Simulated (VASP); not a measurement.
Bi3S, 4 atoms in the cell. It takes space group P-6m2 (No. 187, hexagonal). Conventional cell: a = 3.581 Å, b = 3.581 Å, c = 10.161 Å, α = 90.00°, β = 90.00°, γ = 120.00°. Within 4.7 Å of Bi (site symmetry -6m2) lie 12 Bi at 3.58 to 3.62 Å. Bi (site symmetry 3m) has 3 S at 2.96 Å and 9 Bi at 3.58 to 3.62 Å within 3.9 Å. Within 3.9 Å of S (site symmetry -6m2) lie 6 Bi at 2.96 Å and 6 S at 3.58 Å. The cell was built from a structure type or drawn by symmetry, and may not be a known phase.

* Program: VASP 6.6.1
* Task: single point
* Functional: PBE
* Potentials or basis: VASP PAW PBE potentials, release 64 (Bi_d, S)
* Cutoff: 520 eV
* k mesh: 6 × 6 × 2
* Occupations: gaussian, width 0.1 eV
* Spin: no spin polarisation
* Dipole correction: no
* Further INCAR settings: ALGO = Normal; EDIFF = 1e-06; NBANDS = 34

Potentials or basis: VASP PAW PBE potentials, release 64 (Bi_d, S).

The run is started by

```sh
$ cat potpaw_PBE.64/Bi_d/POTCAR potpaw_PBE.64/S/POTCAR > POTCAR
$ mpirun -np 1 vasp_std > vasp.out
```

Hardware: 1 thread of Intel Xeon 8259CL, on a shared host.

**Question.** How long does it take, and how much memory?

**Answer.** Run time: 90 s on 1 thread of Intel Xeon 8259CL (shared host), peak memory 0.25 GiB. Counts: scf iterations 13, k points 14.
